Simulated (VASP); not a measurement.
Wanted: the native input for a VASP 6.6.1 run.

```yaml
Task: relaxation of cell and atoms
Functional: r2SCAN
Dispersion: D3(BJ)
Potentials_or_basis: VASP PAW PBE potentials, release 64 (Y_sv)
Cutoff: 550 eV
k_mesh: 6 × 6 × 6
Occupations: fermi-dirac, width 0.05 eV
Spin: no spin polarisation
Target_pressure: 20 GPa
Dipole_correction: no
Further_INCAR_settings: ALGO = Normal; EDIFF = 1e-07; IBRION = 2; EDIFFG = -0.03; NSW = 60; ISIF = 3
```

The system is Y.

```
CELL_PARAMETERS angstrom
0.00000 3.50000 3.50000
3.50000 0.00000 3.50000
3.50000 3.50000 0.00000
ATOMIC_POSITIONS crystal
Y 0.00000 0.00000 0.00000
Y 0.25000 0.25000 0.25000
```

This isn't the form of Y at room conditions, which is hcp.

One way to write it, as run:

POSCAR

```
Y
1.0
    0.0000000000      3.5000000000      3.5000000000
    3.5000000000      0.0000000000      3.5000000000
    3.5000000000      3.5000000000      0.0000000000
Y
2
Direct
    1.0000000000      1.0000000000      1.0000000000
    0.2500000000      0.2500000000      0.2500000000
```

INCAR.step1

```
SYSTEM = Y
PREC = Accurate ; ENCUT = 550
ISMEAR = -1 ; SIGMA = 0.05
LREAL = .FALSE. ; LASPH = .TRUE.
NELM = 120 ; GGA = PE
ALGO = Normal ; EDIFF = 1E-5
LWAVE = .TRUE. ; LCHARG = .FALSE.
GGA_COMPAT = .FALSE. ; IBRION = 2
ISIF = 3 ; EDIFFG = -0.005
NELMIN = 4 ; NSW = 100
```

INCAR.step2

```
SYSTEM = Y
PREC = Accurate ; ENCUT = 550
EDIFF = 1E-7 ; ISMEAR = -1
SIGMA = 0.05 ; LREAL = .FALSE.
LASPH = .TRUE. ; NELM = 120
ALGO = Normal ; ISIF = 3
LWAVE = .FALSE. ; LCHARG = .FALSE.
METAGGA = R2SCAN ; LMIXTAU = .TRUE.
IVDW = 12 ; VDW_S6 = 1.0
VDW_S8 = 0.78981345 ; VDW_A1 = 0.49484001
VDW_A2 = 5.73083694 ; IBRION = 2
NSW = 60 ; EDIFFG = -0.03
PSTRESS = 200.0 ; ISTART = 1
GGA_COMPAT = .FALSE. ; NELMIN = 4
```

KPOINTS

```
Automatic mesh
0
G
  6 6 6
  0 0 0
```

Potentials or basis: VASP PAW PBE potentials, release 64 (Y_sv).

Run with:

```console
$ cat potpaw_PBE.64/Y_sv/POTCAR > POTCAR
$ cp INCAR.step1 INCAR
$ mpirun -np 1 vasp_std > vasp.out
$ cp INCAR.step2 INCAR
$ mpirun -np 1 vasp_std > vasp.out
```

It gave:

| Quantity | Value |
| --- | --- |
| Relaxed volume | 22.76 Å³/atom |
| Relaxed cell | a = 4.008 Å, b = 4.008 Å, c = 4.008 Å, α = 60.00°, β = 60.00°, γ = 60.00° |
| Space group after relaxing (to 0.1 Å) | Fd-3m (No. 227) |
| Energy change on relaxing (the run minimises the enthalpy) | +465.0 meV/atom |
| Ionic steps | 5 |
| Pressure after relaxing | 20.0 GPa |
| Band gap on the k mesh | zero (bands 11 and 12 overlap by 1.40 eV) |
| Dispersion energy per atom | -0.231 eV |

Caveat: the cell is relaxed towards a set pressure, so the run minimises the enthalpy, not the energy; the volume moved by over 15 % at a fixed basis, so the end points are rough; the PAW data sets were made with another functional, which shifts forces and pressure a little.

Wall time 6.7 min on 1 thread of Intel(R) Xeon(R) 6975P-C (Granite Rapids), with other jobs on the host, peak memory 0.32 GiB.
